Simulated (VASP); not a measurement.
Wanted: the native input for a VASP 6.6.1 run.

| Item | Value |
| --- | --- |
| Task | single point |
| Functional | PBE |
| Potentials or basis | VASP PAW PBE potentials, release 64 (K_sv, F) |
| Cutoff | 520 eV |
| k mesh | 8 × 8 × 8 |
| Occupations | gaussian, width 0.05 eV |
| Spin | no spin polarisation |
| Dipole correction | no |
| Further INCAR settings | ALGO = Normal; EDIFF = 1e-06; NBANDS = 15 |

The structure of KF lies in POSCAR:

```
KF
1.0
   -0.1152484048      2.6685294899      2.6685294899
    2.6685294899     -0.1152484048      2.6685294899
    2.6685294899      2.6685294899     -0.1152484048
K F
1 1
Direct
    0.0000000000      0.0000000000      0.0000000000
    0.5000000000      0.5000000000      0.5000000000
```

The input as run:

INCAR

```
SYSTEM = KF
PREC = Accurate ; ENCUT = 520
EDIFF = 1E-6 ; ISMEAR = 0
SIGMA = 0.05 ; LREAL = .False.
LASPH = .True. ; NELM = 80
ALGO = Normal ; ISIF = 2
LWAVE = .False. ; LCHARG = .False.
GGA = PE ; NBANDS = 15
```

KPOINTS

```
Automatic mesh
0
Gamma
  8 8 8
  0 0 0
```

Potentials or basis: VASP PAW PBE potentials, release 64 (K_sv, F).

The run is started by

```console
$ cat potpaw_PBE.64/K_sv/POTCAR potpaw_PBE.64/F/POTCAR > POTCAR
$ mpirun -np 1 vasp_std > vasp.out
```

It gave:

- Pressure: -0.5 GPa
- Band gap on the k mesh: 5.81 eV

It took 35 s on 1 thread of Intel(R) Xeon(R) Platinum 8259CL CPU @ 2.50GHz (Skylake/Cascade Lake), on a shared host, peak memory 0.17 GiB.
